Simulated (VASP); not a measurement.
Al2Cu: single point with PBEsol

The system is Al2Cu.

```
Al Cu
1.0
     4.10518    0.00000    0.00000
     0.00000    4.10518    0.00000
     0.00000    0.00000    2.89131
Al Cu
2 1
Direct
  0.50000 0.00000 0.50000
  0.00000 0.50000 0.50000
  0.00000 0.00000 0.00000
```

| Item | Value |
| --- | --- |
| Program | VASP 6.6.1 |
| Task | single point |
| Functional | PBEsol |
| Potentials or basis | VASP PAW PBE potentials, release 64 (Al, Cu) |
| Cutoff | 520 eV |
| k mesh | 6 × 6 × 6 |
| Occupations | gaussian, width 0.1 eV |
| Spin | no spin polarisation |

```yaml
Pressure: -2.2 GPa
Band_gap_on_the_k_mesh: zero (an odd number of electrons rules out a gap without spin polarisation)
```

Stress tensor (GPa, compression positive):
```
-2.50  0.00  0.00
 0.00 -2.50  0.00
 0.00  0.00 -1.45
```

Levels at points of the mesh, in eV from the Fermi level:
| k point | band 6 | band 7 | band 8 | band 9 | band 10 | band 11 | band 12 | band 13 |
| --- | --- | --- | --- | --- | --- | --- | --- | --- |
| (0.00, 0.00, 0.00) | -4.13 | -2.45 | -2.45 | -0.18 | 0.78 | 5.86 | 6.07 | 6.07 |
| (0.50, 0.00, 0.00) | -4.16 | -4.12 | -1.14 | 1.48 | 1.65 | 1.83 | 7.25 | 8.27 |
| (0.50, 0.50, 0.00) | -4.27 | -4.16 | -4.16 | -2.51 | 8.45 | 8.45 | 9.17 | 9.78 |
| (0.00, 0.00, 0.50) | -4.14 | -3.09 | 2.43 | 2.44 | 2.44 | 2.65 | 2.65 | 3.03 |
| (0.50, 0.00, 0.50) | -4.20 | -3.14 | -2.57 | -1.79 | 3.57 | 3.89 | 4.27 | 4.85 |
| (0.50, 0.50, 0.50) | -3.57 | -2.34 | -2.34 | -0.98 | -0.98 | -0.17 | -0.17 | 2.29 |

Wall time 31 s on 1 thread of Intel Xeon 8259CL, with other jobs on the host, peak memory 0.17 GiB.

Caveat: the k points lie up to 0.36 Å⁻¹ apart, too coarse for converged energies and pressures of a metal; the PAW data sets were made with another functional, which shifts forces and pressure a little.
